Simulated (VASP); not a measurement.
Se:

```
Se
1.0
     4.50714    0.00000    0.00000
    -2.25357    3.90330    0.00000
     0.00000    0.00000    5.11350
Se
3
Direct
  0.77460 0.77460 0.00000
  0.00000 0.22540 0.66667
  0.22540 0.00000 0.33333
```

* Program: VASP 6.6.1
* Task: relaxation of cell and atoms
* Functional: PBE
* Potentials or basis: VASP PAW PBE potentials, release 64 (Se)
* Cutoff: 650 eV
* k mesh: 7 × 7 × 6
* Occupations: gaussian, width 0.03 eV
* Spin: no spin polarisation

At the start: pressure -2.0 GPa; volume 29.99 Å³/atom.

Problem. Where does the relaxation end?

Solution. Over 22 steps the energy falls by 9.1 meV/atom and the volume is 29.77 Å³/atom (-0.7 %); space group P3_121 (No. 152, to 0.1 Å) before and after.

The path:
| step | energy change (eV) | largest force (eV/Å) | pressure (GPa) | volume (Å³) |
| --- | --- | --- | --- | --- |
| 1 | 0.0000 | 0.4620 | -1.96 | 89.96 |
| 2 | -0.0084 | 0.3712 | 1.93 | 85.26 |
| 3 | -0.0264 | 0.0308 | 0.05 | 87.32 |
| 4 | -0.0264 | 0.0213 | 0.09 | 87.27 |
| 5 | -0.0266 | 0.0144 | 0.09 | 87.38 |
| 6 | -0.0268 | 0.0008 | 0.08 | 87.59 |
| 7 | -0.0268 | 0.0064 | 0.07 | 87.70 |
| 8 | -0.0268 | 0.0213 | -0.06 | 88.00 |
| 9 | -0.0268 | 0.0148 | -0.03 | 87.93 |
| 10 | -0.0269 | 0.0146 | -0.02 | 88.02 |
| 11 | -0.0271 | 0.0140 | -0.01 | 88.31 |
| 12 | -0.0272 | 0.0121 | 0.03 | 88.88 |
| 13 | -0.0272 | 0.0127 | 0.02 | 88.71 |
| 14 | -0.0272 | 0.0072 | 0.02 | 88.93 |
| 15 | -0.0273 | 0.0022 | 0.01 | 89.12 |
| 16 | -0.0273 | 0.0081 | 0.01 | 89.52 |
| 17 | -0.0273 | 0.0028 | 0.01 | 89.31 |
| 18 | -0.0273 | 0.0025 | 0.01 | 89.30 |
| 19 | -0.0273 | 0.0079 | -0.03 | 89.38 |
| 20 | -0.0273 | 0.0006 | 0.00 | 89.31 |
| 21 | -0.0273 | 0.0006 | 0.00 | 89.31 |
| 22 | -0.0273 | 0.0006 | 0.00 | 89.31 |

Final structure:
```
Se
1.0
     4.52032    0.00000    0.00000
    -2.26016    3.91471    0.00000
     0.00000    0.00000    5.04719
Se
3
Direct
  0.78083 0.78083 0.00000
  0.00000 0.21917 0.66667
  0.21917 0.00000 0.33333
```
